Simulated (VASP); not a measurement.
# Zr3Si2F (P-4m2) in VASP: relaxation of cell and atoms with PBE

Aim: the relaxation of cell and atoms of Zr3Si2F with PBE.

Program: VASP 6.6.1. These are calculated values, not measurements. Logs are shortened: lines on timing, memory, paths and dates and some standing lists are left out, and cuts for length are marked.

**1. The cell of the first run**

Symmetry: P-4m2, No. 115, tetragonal system. The conventional cell has a = 2.866 Å, b = 2.866 Å, c = 13.396 Å, α = 90.00°, β = 90.00°, γ = 90.00°. Zr (site symmetry 2mm) has 2 Si at 2.73 Å and 4 F at 2.80 Å and 4 Zr at 2.87 Å within 3.6 Å. Zr (site symmetry -4m2) has 4 Si at 2.83 Å and 4 Zr at 2.87 Å within 3.7 Å. Within 3.6 Å of Si (site symmetry 2mm) lie 4 Zr at 2.73 to 2.83 Å and 4 Si at 2.87 Å. Within 3.7 Å of F (site symmetry -4m2) lie 8 Zr at 2.80 Å and 4 F at 2.87 Å.

The cell was generated, and may not be a known phase.

**2. Relaxation of cell and atoms, PBE**

INCAR reads:

```
SYSTEM = Zr3Si2F
PREC = Accurate ; ENCUT = 600
EDIFF = 1E-6 ; ISMEAR = 0
SIGMA = 0.1 ; LREAL = .False.
LASPH = .True. ; NELM = 60
ALGO = Normal ; ISIF = 3
LWAVE = .False. ; LCHARG = .False.
GGA = PE ; IBRION = 2
NSW = 100 ; EDIFFG = -0.01
```

KPOINTS reads:

```
Automatic mesh
0
Gamma
  14 14 4
  0 0 0
```

POSCAR reads:

```
Zr3Si2F
1.0
    2.8659769343      0.0000000000      0.0000000000
    0.0000000000      2.8659769343      0.0000000000
    0.0000000000      0.0000000000     13.3961609728
Zr Si F
3 2 1
Direct
    0.0000000000      0.0000000000      0.3559468159
    0.0000000000      0.0000000000      0.6440531841
    0.5000000000      0.5000000000      0.0000000000
    0.5000000000      0.0000000000      0.1822651541
    0.0000000000      0.5000000000      0.8177348459
    0.5000000000      0.5000000000      0.5000000000
```

Potentials or basis: VASP PAW PBE potentials, release 64 (Zr_sv, Si, F).

The run is started by

```sh
$ cat potpaw_PBE.64/Zr_sv/POTCAR potpaw_PBE.64/Si/POTCAR potpaw_PBE.64/F/POTCAR > POTCAR
$ mpirun -np 1 vasp_std > vasp.out
```

OUTCAR:

```text
SYSTEM = Zr3Si2F
   PREC = Accurate
   ENCUT = 600
   EDIFF = 1E-6
   ISMEAR = 0
   LREAL = .False.
   LASPH = .True.
   NELM = 60
   ISIF = 3
   GGA = PE
   IBRION = 2
   NSW = 100
   EDIFFG = -0.01

 ion  position               nearest neighbor table
   1  0.000  0.000  0.356-   4 2.73   4 2.73   6 2.80   6 2.80   6 2.80   6 2.80   2 3.86
   2  0.000  0.000  0.644-   5 2.73   5 2.73   6 2.80   6 2.80   6 2.80   6 2.80   1 3.86
   3  0.500  0.500  0.000-   4 2.83   5 2.83   4 2.83   5 2.83
   4  0.500  0.000  0.182-   1 2.73   1 2.73   3 2.83   3 2.83
   5  0.000  0.500  0.818-   2 2.73   2 2.73   3 2.83   3 2.83
   6  0.500  0.500  0.500-   1 2.80   2 2.80   1 2.80   2 2.80   1 2.80   2 2.80   1 2.80   2 2.80

  LATTYP: Found a simple tetragonal cell.
 ALAT       =     2.8659769343
 C/A-ratio  =     4.6742040428

  Lattice vectors:

 A1 = (   2.8659769343,   0.0000000000,   0.0000000000)
 A2 = (   0.0000000000,   2.8659769343,   0.0000000000)
 A3 = (   0.0000000000,   0.0000000000,  13.3961609728)

Analysis of symmetry for initial positions (statically):
=====================================================================
 Subroutine PRICEL returns:
 Original cell was already a primitive cell.

 Routine SETGRP: Setting up the symmetry group for a
 simple tetragonal supercell.

 Subroutine GETGRP returns: Found  8 space group operations
 (whereof  8 operations were pure point group operations)
 out of a pool of 16 trial point group operations.

The static configuration has the point symmetry D_2d.

Analysis of symmetry for dynamics (positions and initial velocities):
=====================================================================
 Subroutine PRICEL returns:
 Original cell was already a primitive cell.

 Routine SETGRP: Setting up the symmetry group for a
 simple tetragonal supercell.

 Subroutine GETGRP returns: Found  8 space group operations
 (whereof  8 operations were pure point group operations)
 out of a pool of 16 trial point group operations.

The dynamic configuration has the point symmetry D_2d.

 Subroutine INISYM returns: Found  8 space group operations
 (whereof  8 operations are pure point group operations),
 and found     1 'primitive' translations

----------------------------------------------------------------------------------------

                                     Primitive cell

  volume of cell :     110.0337

  direct lattice vectors                    reciprocal lattice vectors
     2.865976934  0.000000000  0.000000000     0.348921161  0.000000000  0.000000000
     0.000000000  2.865976934  0.000000000     0.000000000  0.348921161  0.000000000
     0.000000000  0.000000000 13.396160973     0.000000000  0.000000000  0.074648252

  length of vectors
     2.865976934  2.865976934 13.396160973     0.348921161  0.348921161  0.074648252

  position of ions in fractional coordinates (direct lattice)
     0.000000000  0.000000000  0.355946816
     0.000000000  0.000000000  0.644053184
     0.500000000  0.500000000  0.000000000
     0.500000000  0.000000000  0.182265154
     0.000000000  0.500000000  0.817734846
     0.500000000  0.500000000  0.500000000

  ion indices of the primitive-cell ions
   primitive index   ion index
                 1           1
                 2           2
                 3           3
                 4           4
                 5           5
                 6           6

----------------------------------------------------------------------------------------

 KPOINTS: Automatic mesh

Automatic generation of k-mesh.
 Grid dimensions read from file:
 generate k-points for:   14   14    4

 Generating k-lattice:

  Cartesian coordinates                     Fractional coordinates (reciprocal lattice)
     0.024922940  0.000000000  0.000000000     0.071428571  0.000000000  0.000000000
     0.000000000  0.024922940  0.000000000     0.000000000  0.071428571  0.000000000
     0.000000000  0.000000000  0.018662063     0.000000000  0.000000000  0.250000000

  Length of vectors
     0.024922940  0.024922940  0.018662063

  Shift w.r.t. Gamma in fractional coordinates (k-lattice)
     0.000000000  0.000000000  0.000000000

 Subroutine IBZKPT returns following result:
 ===========================================

 Found    108 irreducible k-points:

 Following reciprocal coordinates:
            Coordinates               Weight
  0.000000  0.000000  0.000000      1.000000
  0.071429  0.000000  0.000000      4.000000
  0.142857  0.000000  0.000000      4.000000
  0.214286  0.000000  0.000000      4.000000
  0.285714  0.000000  0.000000      4.000000
  0.357143  0.000000  0.000000      4.000000
[... 16 lines left out ...]
  0.285714  0.214286  0.000000      8.000000
  0.357143  0.214286  0.000000      8.000000
 [... further k-points ...]
   k-points           NKPTS =    108   k-points in BZ     NKDIM =    108   number of bands    NBANDS=     30
   number of dos      NEDOS =    301   number of ions     NIONS =      6
   total plane-waves  NPLWV =  62208
   dimension x,y,z NGX =    24 NGY =   24 NGZ =  108
   dimension x,y,z NGXF=    48 NGYF=   48 NGZF=  216
   ions per type =               3   2   1
   NGX,Y,Z   is equivalent  to a cutoff of  13.92, 13.92, 13.40 a.u.
   NGXF,Y,Z  is equivalent  to a cutoff of  27.84, 27.84, 26.81 a.u.
 SYSTEM =  Zr3Si2F
   PREC   = accura    normal or accurate (medium, high low for compatibility)
   ISTART =      0    job   : 0-new  1-cont  2-samecut
   ICHARG =      2    charge: 1-file 2-atom 10-const
   ISPIN  =      1    spin polarized calculation?
   LNONCOLLINEAR =      F non collinear calculations
   LSORBIT =      F    spin-orbit coupling
   LASPH  =      T    aspherical Exc in radial PAW
   ENCUT  =  600.0 eV  44.10 Ry    6.64 a.u.   5.72  5.72 26.76*2*pi/ulx,y,z
   NELM   =     60;   NELMIN=  2; NELMDL= -5     # of ELM steps
   EDIFF  = 0.1E-05   stopping-criterion for ELM
   LREAL  =      F    real-space projection
   EDIFFG = -.1E-01   stopping-criterion for IOM
   NSW    =    100    number of steps for IOM
   IBRION =      2    ionic relax: 0-MD 1-quasi-New 2-CG
   NFREE  =      1    steps in history (QN), initial steepest desc. (CG)
   ISIF   =      3    stress and relaxation
   ISYM   =      2    0-nonsym 1-usesym 2-fastsym
   POTIM  = 0.5000    time-step for ionic-motion
   TEBEG  =    0.0;   TEEND  =   0.0 temperature during run
   PSTRESS=    0.0 pullay stress
   NELECT =      51.0000    total number of electrons
   NUPDOWN=      -1.0000    fix difference up-down
   EMIN   =  10.00;   EMAX   =-10.00  energy-range for DOS
   EFERMI =   0.00;   METHOD = LEGACY
   ISMEAR =     0;   SIGMA  =   0.10  broadening in eV -4-tet -1-fermi 0-gaus
   EFERMI_NEDOS =   21; number of points for ismear=-14 and -15
   IALGO  =     38    algorithm
   IMIX   =      4    mixing-type and parameters
     AMIX     =   0.40;   BMIX     =  1.00
     AMIX_MAG =   1.60;   BMIX_MAG =  1.00
  volume/ion in A,a.u.               =      18.34       123.76
  Fermi-wavevector in a.u.,A,eV,Ry     =   1.266941  2.394171 21.839241  1.605139
  Thomas-Fermi vector in A             =   2.400115
   LORBIT       =      0    0 simple, 1 ext, 2 COOP (PROOUT), +10 PAW based schemes
   GGA     = PE    functional components
   LHFCALC =     F    Hartree Fock is set to
   AEXX    =    0.0000 exact exchange contribution
   IVDW    =     0    specifies the selected vdW correction
   LEPSILON=     F    determine dielectric tensor
   LRPA    =     F    only Hartree local field effects (RPA)
 conjugate gradient relaxation of ions
 non-spin polarized calculation
 Gauss-broadening in eV      SIGMA  =   0.10
  energy-cutoff  :      600.00
  volume of cell :      110.03
 maximum number of plane-waves:      3720
 NGX is ok and might be reduce to    24
   NGX = 11   NGY = 11   NGZ = 53

--------------------------------------- Ionic step        1  -------------------------------------------

 number of electron      50.9999994 magnetization

 Free energy of the ion-electron system (eV)
  ---------------------------------------------------
  ext. energy  EPLUGINS =         0.00000000
  ---------------------------------------------------
  free energy    TOTEN  =       -40.41042340 eV

  energy without entropy =      -40.39162071  energy(sigma->0) =      -40.40102205

------------------------ aborting loop because EDIFF is reached ----------------------------------------

  FORCE on cell =-STRESS in cart. coord.  units (eV):
  Direction    XX          YY          ZZ          XY          YZ          ZX
  --------------------------------------------------------------------------------------
  -------------------------------------------------------------------------------------
  Total       -0.3395844     -0.3395844     -0.2477827      0.0000000      0.0000000      0.0000000
  in kB       -4.9446158     -4.9446158     -3.6079112      0.0000000      0.0000000      0.0000000
  external PRESSURE =      -4.4990476 kB  Pullay stress =       0.0000000 kB

 VOLUME and BASIS-vectors are now :
 -----------------------------------------------------------------------------
  energy-cutoff  :      600.00
  volume of cell :      110.03
      direct lattice vectors                 reciprocal lattice vectors
     2.865976934  0.000000000  0.000000000     0.348921161  0.000000000  0.000000000
     0.000000000  2.865976934  0.000000000     0.000000000  0.348921161  0.000000000
     0.000000000  0.000000000 13.396160973     0.000000000  0.000000000  0.074648252
[... 201 lines left out ...]
 POSITION                                       TOTAL-FORCE (eV/Angst)
 -----------------------------------------------------------------------------------
     -0.00000      0.00000      4.76684         0.000000     -0.000000     -0.020057
      2.85847      2.85847      8.62027        -0.000000      0.000000      0.020057
      1.42924      1.42924     13.38712         0.000000      0.000000      0.000000
      1.42924      2.85847      2.43034         0.000000     -0.000000     -0.007927
     -0.00000      1.42924     10.95678        -0.000000      0.000000      0.007927
      1.42924      1.42924      6.69356         0.000000     -0.000000      0.000000
 -----------------------------------------------------------------------------------
    total drift:                                0.000000      0.000000     -0.000000

  FREE ENERGIE OF THE ION-ELECTRON SYSTEM (eV)
  ---------------------------------------------------
  free  energy   TOTEN  =       -40.4125575513 eV

  energy  without entropy=      -40.3938574237  energy(sigma->0) =      -40.40320749

--------------------------------------- Ionic step        7  -------------------------------------------

 number of electron      50.9999995 magnetization

 Free energy of the ion-electron system (eV)
  ---------------------------------------------------
  ext. energy  EPLUGINS =         0.00000000
  ---------------------------------------------------
  free energy    TOTEN  =       -40.41265144 eV

  energy without entropy =      -40.39398695  energy(sigma->0) =      -40.40331919

 E-fermi :   8.4856     XC(G=0): -10.8727

 val. band max:        8.4851985237   @ k =   0.5000   0.5000   0.2500
 cond. band min:       8.4858520815   @ k =   0.4286   0.1429   0.5000
 fundamental gap:      0.0006535578
 Fermi energy:         8.4855860983

 k-point     1 :       0.0000    0.0000    0.0000
  band No.  band energies     occupation
      1     -40.3933      2.00000
      2     -40.3904      2.00000
      3     -39.8673      2.00000
      4     -18.8054      2.00000
      5     -18.5927      2.00000
      6     -17.9802      2.00000
[... 781 lines left out ...]
     29       9.6589      0.00000
     30       9.8689      0.00000

 [... further k-points ...]
[... 5 lines left out ...]
  --------------------------------------------------------------------------------------
  -------------------------------------------------------------------------------------
  Total       -0.0092837     -0.0092837      0.0087427      0.0000000      0.0000000      0.0000000
  in kB       -0.1358716     -0.1358716      0.1279535      0.0000000      0.0000000      0.0000000
  external PRESSURE =      -0.0479299 kB  Pullay stress =       0.0000000 kB

 VOLUME and BASIS-vectors are now :
 -----------------------------------------------------------------------------
  energy-cutoff  :      600.00
  volume of cell :      109.47
      direct lattice vectors                 reciprocal lattice vectors
     2.859228101  0.000000000  0.000000000     0.349744744  0.000000000  0.000000000
     0.000000000  2.859228101 -0.000000000     0.000000000  0.349744744 -0.000000000
    -0.000000000  0.000000000 13.390743698    -0.000000000  0.000000000  0.074678451

 POSITION                                       TOTAL-FORCE (eV/Angst)
 -----------------------------------------------------------------------------------
     -0.00000      0.00000      4.76475         0.000000     -0.000000     -0.002370
     -0.00000      0.00000      8.62600        -0.000000      0.000000      0.002370
      1.42961      1.42961     -0.00000         0.000000      0.000000      0.000000
      1.42961      0.00000      2.42874         0.000000     -0.000000     -0.004332
     -0.00000      1.42961     10.96201        -0.000000      0.000000      0.004332
      1.42961      1.42961      6.69537        -0.000000     -0.000000      0.000000
 -----------------------------------------------------------------------------------
    total drift:                                0.000000     -0.000000      0.000000

  FREE ENERGIE OF THE ION-ELECTRON SYSTEM (eV)
  ---------------------------------------------------
  free  energy   TOTEN  =       -40.4126514367 eV

  energy  without entropy=      -40.3939869461  energy(sigma->0) =      -40.40331919

 reached required accuracy - stopping structural energy minimisation
```

Run time: 40 min. Hardware: 1 thread of Intel Xeon 8259CL, shared host; peak memory 0.54 GiB.

What came out:

```
Free energy                           : -40.4127 eV
Relaxed volume                        : 18.25 Å³/atom
Relaxed cell                          : a = 2.859 Å, b = 2.859 Å, c = 13.391 Å, α = 90.00°, β = 90.00°, γ = 90.00°
Space group after relaxing (to 0.1 Å) : P-4m2 (No. 115)
Energy gained by relaxing             : 0.4 meV/atom
Ionic steps                           : 7
Pressure after relaxing               : 0.0 GPa
Largest force after relaxing          : 0.004 eV/Å
Band gap on the k mesh                : zero (an odd number of electrons rules out a gap without spin polarisation)
```

Forces in eV/Å, atoms in the order of the input:
```
Zr   0.000  0.000 -0.002
Zr   0.000  0.000  0.002
Zr   0.000  0.000  0.000
Si   0.000  0.000 -0.004
Si   0.000  0.000  0.004
F    0.000  0.000  0.000
```

The path:
```tsv
step	energy change (eV)	largest force (eV/Å)	pressure (GPa)	volume (Å³)
1	0.0000	0.1089	-0.45	110.03
2	-0.0017	0.0543	0.17	109.22
3	-0.0017	0.0568	0.16	109.25
4	-0.0021	0.0262	0.01	109.36
5	-0.0021	0.0258	0.01	109.36
6	-0.0021	0.0201	0.01	109.38
7	-0.0022	0.0043	0.00	109.47
```

Final structure:
```xyz
6
Lattice="2.8592 0.0000 0.0000 0.0000 2.8592 0.0000 0.0000 0.0000 13.3907" Properties=species:S:1:pos:R:3 pbc="T T T"
Zr    0.0000    0.0000    4.7647
Zr    0.0000    0.0000    8.6260
Zr    1.4296    1.4296    0.0000
Si    1.4296    0.0000    2.4287
Si    0.0000    1.4296   10.9620
F     1.4296    1.4296    6.6954
```

Caveat: an odd number of electrons without spin polarisation forces a metal; a magnetic or distorted state may lie lower.
